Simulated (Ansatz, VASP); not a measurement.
## PtSe2: VASP beside Ansatz

POSCAR

```
PtSe2
1.0
    3.7240000000      0.0000000000      0.0000000000
   -1.8620000000      3.2250786037      0.0000000000
    0.0000000000      0.0000000000      5.0620000000
Pt Se
1 2
Direct
    0.0000000000      0.0000000000      0.0000000000
    0.6666666667      0.3333333333      0.7500000000
    0.3333333333      0.6666666667      0.2500000000
```

The input INCAR.step1:

```
  PREC = Accurate
  ENCUT = 600
  EDIFF = 1E-5
  ISMEAR = -1
  SIGMA = 0.05
  LREAL = False
  LASPH = True
  NELM = 100
  ALGO = Normal
  LWAVE = True
  LCHARG = False
  GGA = PE
  NBANDS = 18
```

INCAR.step2

```
  PREC = Accurate
  ENCUT = 600
  EDIFF = 1E-6
  ISMEAR = -1
  SIGMA = 0.05
  LREAL = False
  LASPH = True
  NELM = 100
  ALGO = Normal
  ISIF = 3
  LWAVE = False
  LCHARG = False
  GGA = PS
  LHFCALC = True
  AEXX = 0.25
  HFSCREEN = 0.207
  PRECFOCK = Normal
  IBRION = 2
  NSW = 60
  EDIFFG = -0.01
  ISTART = 1
```

Contents of KPOINTS:

```
Automatic mesh
0
Gamma
  4 4 3
```

Contents of input.yaml:

```yaml
crystal:
  lattice:
    - [3.724, 0.0, 0.0]
    - [-1.862, 3.2250786037, 0.0]
    - [0.0, 0.0, 5.062]
  atoms:
    - { symbol: Pt, position: [0.0, 0.0, 0.0] }
    - { symbol: Se, position: [0.6666666667, 0.3333333333, 0.75] }
    - { symbol: Se, position: [0.3333333333, 0.6666666667, 0.25] }
hamiltonian:
  xc:
    exchange: hjs_pbesol
    correlation: pbesol
    exx: { coeff: 0.25, omega: 0.207 }
  pseudopotentials: { kind: paw }
kpoints:
  mp_grid: { grid: [4, 4, 3] }
scf:
  occupations: { method: fermi_dirac, width: 0.05 }
output:
  forces: true
  stress: true
  write_density: true
  write_potential: true
  elf: true
  volumetric_format: npy
relax:
  f_tol: 0.01
  max_steps: 40
  cell: { stress_tol: 0.05 }
```

Alike in both runs: task relaxation of cell and atoms; functional PBEsol-based screened hybrid; k mesh 4 × 4 × 3; occupations fermi-dirac, width 0.05 eV; no spin polarisation.

|  | VASP | Ansatz |
| --- | --- | --- |
| version | VASP 6.6.1 | Ansatz 0.2.0 |
| potentials or method | VASP PAW PBE potentials, release 64 (Pt, Se) | Ansatz PAW |
| plane-wave cutoff (eV) | 600 | 420 |
| valence electrons in the cell | 22 | 50 |

```tsv
	VASP	Ansatz	Ansatz less VASP
gap on the k mesh at the Fermi level, each at its own relaxed structure (eV)	none	none	-
relaxed volume (Å³/atom)	19.86	19.90	+0.039
relaxed cell length with the largest relative difference (Å)	4.929	4.940	+0.0113
```

VASP's potentials were made for PBE, not for PBEsol-based screened hybrid. A gap of «none» marks a metal or a gap that the smearing closes. VASP's potentials hold 22 valence electrons a cell and Ansatz's 50, so a difference there can come from the potentials and not from the codes.

The k mesh is coarse, so the values compare programs but aren't converged. Neither program's run includes spin-orbit coupling. Noted on Ansatz's run: the plane-wave basis is chosen anew once the cell has moved, so the energies of steps on either side of that aren't comparable.
